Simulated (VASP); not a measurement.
**CdF2: single point with PBE**

Crystal: CdF2.

```
CELL_PARAMETERS angstrom
0.00000 0.00000 -3.55141
0.00000 -5.20137 0.00000
-10.40273 0.00000 0.00000
ATOMIC_POSITIONS crystal
Cd 0.00000 0.00000 0.00000
Cd 0.00000 0.00000 0.50000
Cd 0.50000 0.50000 0.75000
Cd 0.50000 0.50000 0.25000
F 0.00000 0.69321 0.84661
F 0.00000 0.69321 0.34661
F 0.50000 0.19321 0.90339
F 0.50000 0.19321 0.40339
F 0.00000 0.30679 0.65339
F 0.00000 0.30679 0.15339
F 0.50000 0.80679 0.59661
F 0.50000 0.80679 0.09661
```

| Quantity | Value |
| --- | --- |
| Program | VASP 6.6.1 |
| Task | single point |
| Functional | PBE |
| Potentials or basis | VASP PAW PBE potentials, release 64 (Cd, F) |
| Cutoff | 520 eV |
| k mesh | 4 × 4 × 2 |
| Occupations | gaussian, width 0.1 eV |
| Spin | no spin polarisation |

The pressure is 0.6 GPa and the largest force is 0.012 eV/Å. The band gap on the k mesh is 2.89 eV.

Forces on the atoms (eV/Å):
```
Cd   0.000  0.000  0.000
Cd   0.000  0.000  0.000
Cd   0.000  0.000  0.000
Cd   0.000  0.000  0.000
F   -0.008 -0.008  0.000
F   -0.008 -0.008  0.000
F    0.008 -0.008  0.000
F    0.008 -0.008  0.000
F    0.008  0.008  0.000
F    0.008  0.008  0.000
F   -0.008  0.008  0.000
F   -0.008  0.008  0.000
```

Stress tensor (GPa, compression positive):
```
0.51 0.00 0.00
0.00 0.51 0.00
0.00 0.00 0.83
```

Levels at points of the mesh, in eV from the valence-band top:
| k point | band 48 | band 49 | band 50 | band 51 | band 52 | band 53 | band 54 | band 55 | band 56 | band 57 |
| --- | --- | --- | --- | --- | --- | --- | --- | --- | --- | --- |
| (0.00, 0.00, 0.00) | -0.29 | -0.29 | -0.22 | -0.22 | 0.00 | 2.89 | 5.11 | 5.11 | 8.00 | 8.87 |
| (0.50, 0.00, 0.00) | -0.88 | -0.87 | -0.87 | -0.01 | -0.01 | 6.94 | 6.94 | 7.46 | 7.46 | 9.14 |
| (0.00, 0.50, 0.00) | -0.52 | -0.29 | -0.29 | -0.23 | -0.23 | 5.11 | 5.11 | 5.90 | 5.90 | 8.09 |
| (0.50, 0.50, 0.00) | -0.87 | -0.70 | -0.70 | -0.01 | -0.01 | 7.18 | 7.18 | 7.46 | 7.46 | 9.14 |
| (0.00, 0.00, 0.50) | -0.26 | -0.24 | -0.24 | -0.13 | -0.13 | 3.59 | 3.59 | 6.81 | 6.81 | 9.20 |
| (0.50, 0.00, 0.50) | -0.88 | -0.34 | -0.34 | -0.34 | -0.34 | 7.15 | 7.15 | 7.15 | 7.15 | 9.89 |
| (0.00, 0.50, 0.50) | -0.75 | -0.26 | -0.26 | -0.26 | -0.26 | 5.46 | 5.46 | 5.46 | 5.46 | 8.82 |
| (0.50, 0.50, 0.50) | -0.86 | -0.23 | -0.23 | -0.23 | -0.23 | 7.31 | 7.31 | 7.31 | 7.31 | 9.56 |

It took 6.2 min on 1 thread of Oxide Virtual Turin-like Processor (shared host), peak memory 0.33 GiB.

Caveat: the k points lie up to 0.44 Å⁻¹ apart.
